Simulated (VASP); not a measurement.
Wanted: the native input for a VASP 6.6.1 run.

```yaml
Task: single point
Functional: PBE
Potentials_or_basis: VASP PAW PBE potentials, release 64 (Pb_d)
Cutoff: 520 eV
k_mesh: 5 × 5 × 5
Occupations: fermi-dirac, width 0.1 eV
Spin: no spin polarisation
Dipole_correction: no
Further_INCAR_settings: ALGO = Normal; EDIFF = 1e-06; NBANDS = 13
```

The structure of Pb lies in POSCAR:

```
Pb
1.0
    0.0000000000      2.5175937382      2.5175937382
    2.5175937382      0.0000000000      2.5175937382
    2.5175937382      2.5175937382      0.0000000000
Pb
1
Direct
    0.0000000000      0.0000000000      0.0000000000
```

One way to write it, as run:

INCAR

```
  PREC = Accurate
  ENCUT = 520
  EDIFF = 1E-6
  ISMEAR = -1
  SIGMA = 0.1
  LREAL = F
  LASPH = T
  NELM = 60
  ALGO = Normal
  ISIF = 2
  LWAVE = F
  LCHARG = F
  GGA = PE
  NBANDS = 13
```

KPOINTS

```
Automatic mesh
0
Gamma
  5 5 5
```

Potentials or basis: VASP PAW PBE potentials, release 64 (Pb_d).

Launch:

```bash
$ cat potpaw_PBE.64/Pb_d/POTCAR > POTCAR
$ mpirun -np 1 vasp_std > vasp.out
```

It gave:

| Item | Value |
| --- | --- |
| Pressure | -0.4 GPa |
| Band gap on the k mesh | zero (band 7 reaches 13.74 eV, above the bottom of band 8 at 6.20 eV) |

Caveat: the k points lie up to 0.43 Å⁻¹ apart; spin-orbit coupling is left out, which moves the levels of the heavy elements.

It took 6.6 s on 1 thread of Intel(R) Xeon(R) Platinum 8488C (Sapphire Rapids) (shared host), peak memory 0.15 GiB.
